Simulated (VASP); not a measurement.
A run of VASP 6.6.1 is set up as follows.

File INCAR:

```
  PREC = Accurate
  ENCUT = 520
  EDIFF = 1E-6
  ISMEAR = -1
  SIGMA = 0.05
  LREAL = F
  LASPH = T
  NELM = 80
  ALGO = Normal
  ISIF = 2
  LWAVE = F
  LCHARG = F
  GGA = PS
  IVDW = 13
  NBANDS = 8
```

File KPOINTS:

```
regular mesh
0
Gamma
  11 11 11
```

File POSCAR:

```
Al
1.0
    0.0000000000      2.0514502267      2.0514502267
    2.0514502267      0.0000000000      2.0514502267
    2.0514502267      2.0514502267      0.0000000000
Al
1
Direct
    0.0000000000      0.0000000000      0.0000000000
```

Potentials or basis: VASP PAW PBE potentials, release 64 (Al).

Run with:

```bash
$ cat potpaw_PBE.64/Al/POTCAR > POTCAR
$ mpirun -np 1 vasp_std > vasp.out
```

Question: What does it give for the pressure?

Answer: -6.3 GPa.

Question: Predict the dispersion energy per atom.

Answer: -0.192 eV.

Caveat: the PAW data sets were made with another functional, which shifts forces and pressure a little; pairwise dispersion overbinds metals, which lowers pressure and volume.
